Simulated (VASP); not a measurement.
# ZnInGaO4 (R3m) in VASP: single point with LDA

Aim: the single point of ZnInGaO4 with LDA.

Program: VASP 6.6.1. These are calculated values, not measurements. Logs are shortened: lines on timing, memory, paths and dates and some standing lists are left out, and cuts for length are marked.

**1. The cell of the first run**

It takes space group R3m (No. 160, trigonal). The conventional cell has a = 3.278 Å, b = 3.278 Å, c = 25.485 Å, α = 90.00°, β = 90.00°, γ = 120.00°. Zn (site symmetry 3m) has 5 O at 1.94 to 2.48 Å within 2.6 Å. In (site symmetry 3m) has 6 O at 2.17 Å within 2.9 Å. Ga (site symmetry 3m) has 5 O at 1.89 to 1.95 Å within 2.5 Å. Within 2.6 Å of O (site symmetry 3m) lie 1 Zn at 1.94 Å and 3 In at 2.17 Å. O (site symmetry 3m) has 1 Ga at 1.93 Å and 3 In at 2.17 Å within 2.6 Å. O (site symmetry 3m) has 3 Ga at 1.89 Å and 1 Zn at 2.48 Å within 2.5 Å. O (site symmetry 3m) has 1 Ga at 1.95 Å and 3 Zn at 1.97 Å within 2.6 Å.

**2. Single point, LDA**

The input, INCAR:

```
SYSTEM = ZnInGaO4
ALGO = Normal
EDIFF = 1E-7
ENCUT = 520
GGA = CA
ISIF = 2
ISMEAR = 0
LASPH = .True.
LCHARG = .False.
LREAL = .False.
LWAVE = .False.
NBANDS = 40
NELM = 60
PREC = Accurate
SIGMA = 0.02
```

The input, KPOINTS:

```
k-points
0
Gamma
  9 9 9
  0 0 0
```

The input, POSCAR:

```
ZnInGaO4
1.0
    1.6391463850      0.9463616066      8.4951429897
   -1.6391463850      0.9463616066      8.4951429897
    0.0000000000     -1.8927232133      8.4951429897
Zn In Ga O
1 1 1 4
Direct
    0.2187025198      0.2187025198      0.2187025198
    0.0028067669      0.0028067669      0.0028067669
    0.7871873824      0.7871873824      0.7871873824
    0.2948889273      0.2948889273      0.2948889273
    0.7112816184      0.7112816184      0.7112816184
    0.1212544431      0.1212544431      0.1212544431
    0.8638793421      0.8638793421      0.8638793421
```

Potentials or basis: VASP PAW LDA potentials, release 64 (Zn, In_d, Ga_d, O).

Started as:

```sh
cat potpaw_LDA.64/Zn/POTCAR potpaw_LDA.64/In_d/POTCAR potpaw_LDA.64/Ga_d/POTCAR potpaw_LDA.64/O/POTCAR > POTCAR
mpirun -np 1 vasp_std > vasp.out
```

OUTCAR:

```text
SYSTEM = ZnInGaO4
   EDIFF = 1E-7
   ENCUT = 520
   GGA = CA
   ISIF = 2
   ISMEAR = 0
   LASPH = .True.
   LREAL = .False.
   NELM = 60
   PREC = Accurate

 ion  position               nearest neighbor table
   1  0.219  0.219  0.219-   4 1.94   7 1.97   7 1.97   7 1.97   6 2.48
   2  0.003  0.003  0.003-   4 2.17   4 2.17   4 2.17   5 2.17   5 2.17   5 2.17
   3  0.787  0.787  0.787-   6 1.89   6 1.89   6 1.89   5 1.93   7 1.95
   4  0.295  0.295  0.295-   1 1.94   2 2.17   2 2.17   2 2.17
   5  0.711  0.711  0.711-   3 1.93   2 2.17   2 2.17   2 2.17
   6  0.121  0.121  0.121-   3 1.89   3 1.89   3 1.89   1 2.48
   7  0.864  0.864  0.864-   3 1.95   1 1.97   1 1.97   1 1.97

  LATTYP: Found a trigonal (rhomboedric) cell.
 ALAT       =     8.7034392959
 COS(alpha) =     0.9290612279

  Lattice vectors:

 A1 = (   1.6391463850,   0.9463616066,   8.4951429897)
 A2 = (  -1.6391463850,   0.9463616066,   8.4951429897)
 A3 = (   0.0000000000,  -1.8927232133,   8.4951429897)

Analysis of symmetry for initial positions (statically):
=====================================================================
 Subroutine PRICEL returns:
 Original cell was already a primitive cell.

 Routine SETGRP: Setting up the symmetry group for a
 trigonal (rhombohedral) supercell.

 Subroutine GETGRP returns: Found  6 space group operations
 (whereof  6 operations were pure point group operations)
 out of a pool of 12 trial point group operations.

The static configuration has the point symmetry C_3v.

Analysis of symmetry for dynamics (positions and initial velocities):
=====================================================================
 Subroutine PRICEL returns:
 Original cell was already a primitive cell.

 Routine SETGRP: Setting up the symmetry group for a
 trigonal (rhombohedral) supercell.

 Subroutine GETGRP returns: Found  6 space group operations
 (whereof  6 operations were pure point group operations)
 out of a pool of 12 trial point group operations.

The dynamic configuration has the point symmetry C_3v.

 Subroutine INISYM returns: Found  6 space group operations
 (whereof  6 operations are pure point group operations),
 and found     1 'primitive' translations

----------------------------------------------------------------------------------------

                                     Primitive cell

  volume of cell :      79.0673

  direct lattice vectors                    reciprocal lattice vectors
     1.639146385  0.946361607  8.495142990     0.305036820  0.176113090  0.039238107
[... 102 lines left out ...]
   ISIF   =      2    stress and relaxation
   ISYM   =      2    0-nonsym 1-usesym 2-fastsym
   POTIM  = 0.5000    time-step for ionic-motion
   TEBEG  =    0.0;   TEEND  =   0.0 temperature during run
   PSTRESS=    0.0 pullay stress
   NELECT =      62.0000    total number of electrons
   NUPDOWN=      -1.0000    fix difference up-down
   EMIN   =  10.00;   EMAX   =-10.00  energy-range for DOS
   EFERMI =   0.00;   METHOD = LEGACY
   ISMEAR =     0;   SIGMA  =   0.02  broadening in eV -4-tet -1-fermi 0-gaus
   EFERMI_NEDOS =   21; number of points for ismear=-14 and -15
   IALGO  =     38    algorithm
   IMIX   =      4    mixing-type and parameters
     AMIX     =   0.40;   BMIX     =  1.00
     AMIX_MAG =   1.60;   BMIX_MAG =  1.00
  volume/ion in A,a.u.               =      11.30        76.22
  Fermi-wavevector in a.u.,A,eV,Ry     =   1.509639  2.852804 31.007815  2.279010
  Thomas-Fermi vector in A             =   2.619935
   LORBIT       =      0    0 simple, 1 ext, 2 COOP (PROOUT), +10 PAW based schemes
   GGA     = CA    functional components
   LHFCALC =     F    Hartree Fock is set to
   AEXX    =    0.0000 exact exchange contribution
   IVDW    =     0    specifies the selected vdW correction
   LEPSILON=     F    determine dielectric tensor
   LRPA    =     F    only Hartree local field effects (RPA)
 non-spin polarized calculation
 Gauss-broadening in eV      SIGMA  =   0.02
  energy-cutoff  :      520.00
  volume of cell :       79.07
 maximum number of plane-waves:      2154
 NGX is ok and might be reduce to    70
   NGX = 33   NGY = 33   NGZ = 33

 number of electron      61.9999993 magnetization

 Free energy of the ion-electron system (eV)
  ---------------------------------------------------
  ext. energy  EPLUGINS =         0.00000000
  ---------------------------------------------------
  free energy    TOTEN  =       -43.65352232 eV

  energy without entropy =      -43.65352232  energy(sigma->0) =      -43.65352232

 E-fermi :   4.2977     XC(G=0): -11.9621

 val. band max:        4.1169041799   @ k =   0.0000   0.0000   0.0000
 cond. band min:       5.4426480301   @ k =   0.0000   0.0000   0.0000
 fundamental gap:      1.3257438502
 Fermi energy:         4.2977282945

 k-point     1 :       0.0000    0.0000    0.0000
  band No.  band energies     occupation
      1     -14.7422      2.00000
      2     -13.7443      2.00000
      3     -13.0757      2.00000
      4     -12.5684      2.00000
      5      -9.4154      2.00000
      6      -9.4154      2.00000
[... 1021 lines left out ...]
     39      14.8447      0.00000
     40      16.4447      0.00000

 [... further k-points ...]

------------------------ aborting loop because EDIFF is reached ----------------------------------------

  FORCE on cell =-STRESS in cart. coord.  units (eV):
  Direction    XX          YY          ZZ          XY          YZ          ZX
  --------------------------------------------------------------------------------------
  -------------------------------------------------------------------------------------
  Total        0.5945100      0.5945100      0.6127172      0.0000000     -0.0000000     -0.0000000
  in kB       12.0468355     12.0468355     12.4157755      0.0000000     -0.0000000     -0.0000000
  external PRESSURE =      12.1698155 kB  Pullay stress =       0.0000000 kB

 VOLUME and BASIS-vectors are now :
 -----------------------------------------------------------------------------
  energy-cutoff  :      520.00
  volume of cell :       79.07
      direct lattice vectors                 reciprocal lattice vectors
     1.639146385  0.946361607  8.495142990     0.305036820  0.176113090  0.039238107
    -1.639146385  0.946361607  8.495142990    -0.305036820  0.176113090  0.039238107
     0.000000000 -1.892723213  8.495142990     0.000000000 -0.352226180  0.039238107

 POSITION                                       TOTAL-FORCE (eV/Angst)
 -----------------------------------------------------------------------------------
      0.00000     -0.00000      5.57373         0.000000     -0.000000      0.004811
      0.00000     -0.00000      0.07153         0.000000     -0.000000      0.000344
      0.00000     -0.00000     20.06181         0.000000      0.000000     -0.008041
      0.00000     -0.00000      7.51537         0.000000     -0.000000      0.018223
      0.00000     -0.00000     18.12732         0.000000      0.000000     -0.029058
      0.00000     -0.00000      3.09022         0.000000      0.000000     -0.007256
      0.00000     -0.00000     22.01634         0.000000     -0.000000      0.020976
 -----------------------------------------------------------------------------------
    total drift:                               -0.000000     -0.000000     -0.000989

  FREE ENERGIE OF THE ION-ELECTRON SYSTEM (eV)
  ---------------------------------------------------
  free  energy   TOTEN  =       -43.6535223176 eV

  energy  without entropy=      -43.6535223176  energy(sigma->0) =      -43.65352232
```

stdout:

```text
POSCAR found type information on POSCAR ZnInGaO
 POSCAR found :  4 types and       7 ions
 scaLAPACK will be used
 LDA part: xc-table for (Slater(with rela. corr.)+CA(PZ))
 , standard interpolation
 POSCAR, INCAR and KPOINTS ok, starting setup
 FFT: planning ... GRIDC
 FFT: planning ... GRID_SOFT
 FFT: planning ... GRID
 WAVECAR not read
 entering main loop
```

It took 36 min on 1 thread of Intel Xeon Platinum 8175M at 2.50GHz (Skylake/Cascade Lake), shared host; peak memory 0.66 GiB.

Results:

```yaml
Free_energy: -43.6535 eV
Pressure: 1.2 GPa
Largest_force: 0.029 eV/Å
Band_gap_on_the_k_mesh: 1.33 eV
```

Forces on the atoms (eV/Å):
```
Zn   0.000  0.000  0.005
In   0.000  0.000  0.000
Ga   0.000  0.000 -0.008
O    0.000  0.000  0.018
O    0.000  0.000 -0.029
O    0.000  0.000 -0.007
O    0.000  0.000  0.021
```

Levels at points of the mesh, in eV from the valence-band top:
| k point | band 27 | band 28 | band 29 | band 30 | band 31 | band 32 | band 33 | band 34 | band 35 | band 36 |
| --- | --- | --- | --- | --- | --- | --- | --- | --- | --- | --- |
| (0.00, 0.00, 0.00) | -0.84 | -0.84 | -0.63 | 0.00 | 0.00 | 1.33 | 4.47 | 5.09 | 5.65 | 10.16 |

Caveat: spin-orbit coupling is left out, which moves the levels of the heavy elements; an odd mesh through Γ misses points on the zone boundary, where band edges can lie.
